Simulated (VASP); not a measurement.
Input of a VASP 6.6.1 run:

POSCAR

```
Pt
1.0
    2.7606656200      0.0000000000      0.0000000000
   -1.3803328100      2.3908065583      0.0000000000
    0.0000000000      0.0000000000      4.7921340000
Pt
2
Direct
    0.6666666667      0.3333333333      0.7500000000
    0.3333333333      0.6666666667      0.2500000000
```

The input INCAR.step1:

```
PREC = Accurate
ENCUT = 600
ISMEAR = 1
SIGMA = 0.1
LREAL = F
LASPH = T
NELM = 100
GGA = PE
ALGO = Normal
EDIFF = 1E-4
LWAVE = T
LCHARG = F
```

Contents of INCAR.step2:

```
PREC = Accurate
ENCUT = 600
EDIFF = 1E-6
ISMEAR = 1
SIGMA = 0.1
LREAL = F
LASPH = T
NELM = 100
ALGO = Normal
ISIF = 3
LWAVE = F
LCHARG = F
METAGGA = R2SCAN
LMIXTAU = T
IVDW = 13
VDW_S6 = 1.0
VDW_S8 = 0.6018749
VDW_A1 = 0.51559235
VDW_A2 = 5.77342911
IBRION = 2
NSW = 80
EDIFFG = -0.005
ISTART = 1
```

File KPOINTS:

```
regular mesh
0
Gamma
  11 11 6
```

Potentials or basis: VASP PAW PBE potentials, release 64 (Pt).

Launch:

```sh
$ cat potpaw_PBE.64/Pt/POTCAR > POTCAR
$ cp INCAR.step1 INCAR
$ mpirun -np 1 vasp_std > vasp.out
$ cp INCAR.step2 INCAR
$ mpirun -np 1 vasp_std > vasp.out
```

**Question.** What does it give for the band gap on the k mesh?

**Answer.** Zero (band 10 reaches 11.11 eV, above the bottom of band 11 at 9.77 eV).

**Question.** Estimate the dispersion energy per atom.

**Answer.** -0.252 eV.

**Question.** Estimate the space group after relaxing (to 0.05 Å).

**Answer.** P6_3/mmc (No. 194).

**Question.** Predict the relaxed volume.

**Answer.** 15.33 Å³/atom.

Final structure:
```yaml
crystal:
  lattice:
    - [2.73344, 0.00000, 0.00000]
    - [-1.36672, 2.36723, 0.00000]
    - [0.00000, 0.00000, 4.73864]
  atoms:
    - { symbol: Pt, position: [0.66667, 0.33333, 0.75000] }
    - { symbol: Pt, position: [0.33333, 0.66667, 0.25000] }
```

Caveat: the PAW data sets were made with another functional, which shifts forces and pressure a little; spin-orbit coupling is left out, which moves the levels of the heavy elements; pairwise dispersion overbinds metals, which lowers pressure and volume.
